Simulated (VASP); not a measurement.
Here is a VASP 6.6.1 calculation.

The input INCAR:

```
SYSTEM = BeCdS4
PREC = Accurate
ENCUT = 600
EDIFF = 1E-7
ISMEAR = 0
SIGMA = 0.02
LREAL = .FALSE.
LASPH = .TRUE.
NELM = 100
ALGO = Normal
ISIF = 3
LWAVE = .FALSE.
LCHARG = .FALSE.
GGA = PE
IBRION = 2
NSW = 100
EDIFFG = -0.01
```

KPOINTS

```
regular mesh
0
G
  6 6 4
  0 0 0
```

The input POSCAR:

```
BeCdS4
1.0
    2.5431212981     -4.2190705543      0.0000000000
    2.5431212981      4.2190705543      0.0000000000
    0.0000000000      0.0000000000      6.3831414666
Be Cd S
1 1 4
Direct
    0.5000000000      0.5000000000      0.5000000000
    0.0000000000      0.0000000000      0.0000000000
    0.8170726580      0.5550317295      0.7387457957
    0.1829273420      0.4449682705      0.7387457957
    0.4449682705      0.1829273420      0.2612542043
    0.5550317295      0.8170726580      0.2612542043
```

Potentials or basis: VASP PAW PBE potentials, release 64 (Be, Cd, S).

Launch:

```sh
$ cat potpaw_PBE.64/Be/POTCAR potpaw_PBE.64/Cd/POTCAR potpaw_PBE.64/S/POTCAR > POTCAR
$ mpirun -np 1 vasp_std > vasp.out
```

Q: What does it give for the space group after relaxing (to 0.05 Å)?

A: C222 (No. 21).

Q: What does it give for the relaxed cell?

A: a = 4.909 Å, b = 4.909 Å, c = 6.436 Å, α = 90.00°, β = 90.00°, γ = 117.84°.

Q: Predict the band gap on the k mesh.

A: 0.81 eV, indirect (least direct gap 1.00 eV).

Forces on the atoms (eV/Å):
```
Be   0.000  0.000  0.000
Cd   0.000  0.000  0.000
S    0.007  0.002  0.000
S   -0.007 -0.002  0.000
S   -0.007  0.002  0.000
S    0.007 -0.002  0.000
```

A k mesh can miss the band edges. As with any semilocal functional, this PBE gap is likely too small.
